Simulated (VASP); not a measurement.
Na4H: single point with PBE

System: Na4H, a slab with vacuum.

```xyz
10
Lattice="7.2665 0.0000 0.0000 -2.4222 6.8509 0.0000 0.0000 0.0000 20.9665" Properties=species:S:1:pos:R:3 pbc="T T T"
Na    1.2111    1.7127    4.0000
Na    0.0000    5.1382    4.0000
Na    4.8443    1.7127    4.0000
Na    3.6333    5.1382    4.0000
Na    0.0000    0.0000    6.9665
Na   -1.2111    3.4255    6.9665
Na    3.6333    0.0000    6.9665
Na    2.4222    3.4255    6.9665
H    -2.1916    5.1382    9.9665
H    -1.4416    5.1382    9.9665
```

```json
{
 "Program": "VASP 6.6.1",
 "Task": "single point",
 "Functional": "PBE",
 "Potentials or basis": "VASP PAW PBE potentials, release 64 (Na_pv, H)",
 "Cutoff": "520 eV",
 "k mesh": "4 × 4 × 1",
 "Occupations": "gaussian, width 0.1 eV",
 "Spin": "no spin polarisation"
}
```

```yaml
Largest_force: 0.062 eV/Å
Band_gap_on_the_k_mesh: zero (bands 29 and 30 overlap by 0.76 eV)
```

Forces in eV/Å, atoms in the order of the input:
```
Na   0.003  0.003 -0.011
Na   0.005  0.000 -0.005
Na  -0.003 -0.003 -0.011
Na  -0.005  0.000 -0.005
Na  -0.009  0.023 -0.022
Na   0.009 -0.023 -0.022
Na   0.014  0.005 -0.004
Na  -0.014 -0.005 -0.004
H   -0.045 -0.007  0.042
H    0.045  0.007  0.042
```

Levels at points of the mesh, in eV from the Fermi level:
```tsv
k point	band 25	band 26	band 27	band 28	band 29	band 30	band 31	band 32	band 33	band 34
(0.00, 0.00, 0.00)	-7.82	-2.82	-1.16	0.33	0.35	0.35	0.36	0.74	1.15	1.67
(0.50, 0.00, 0.00)	-7.82	-2.02	-2.00	-0.43	-0.33	0.09	0.10	1.28	1.52	1.58
(0.00, 0.50, 0.00)	-7.82	-2.01	-2.00	-0.41	-0.33	0.09	0.11	1.36	1.51	1.52
(0.50, 0.50, 0.00)	-7.82	-1.75	-1.74	-0.69	-0.67	-0.16	-0.07	0.86	0.94	1.53
```

Wall time 18 min on 1 thread of Oxide Virtual Turin-like Processor, with other jobs on the host, peak memory 1 GiB.
